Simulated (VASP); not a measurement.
EuO:

```xyz
2
Lattice="0.0000 2.5720 2.5720 2.5720 0.0000 2.5720 2.5720 2.5720 0.0000" Properties=species:S:1:pos:R:3 pbc="T T T"
Eu    0.0000    0.0000    0.0000
O     2.5720    2.5720    2.5720
```

Base run:

```yaml
Program: VASP 6.6.1
Functional: PBEsol
Potentials_or_basis: VASP PAW PBE potentials, release 64 (Eu, O)
Cutoff: 600 eV
k_mesh: 11 × 11 × 11
Occupations: fermi-dirac, width 0.15 eV
Spin: collinear spin, ferromagnetic start
Starting_moments: "[7.0, 0.0] μB"
```

Its results: pressure -9.6 GPa; net moment 6.90 μB per cell; site moments Eu +6.55; O -0.09 μB.

Task: After a change of settings the same cell gave: pressure -1.0 GPa; net moment 6.95 μB per cell; site moments Eu +6.57; O -0.10 μB. Which change was it?
A. functional from PBEsol to RPBE
B. functional from PBEsol to revPBE
C. functional from PBEsol to r2SCAN; cutoff from 600 eV to 800 eV

Result: A.

RPBE binds less tightly than PBEsol, so the same cell stands under more pressure.

Caveats: the PAW data sets were made with another functional, which shifts forces and pressure a little; a cell with one magnetic atom can't hold antiferromagnetic order, which such compounds often take; the cell stands under tension (at least some runs).
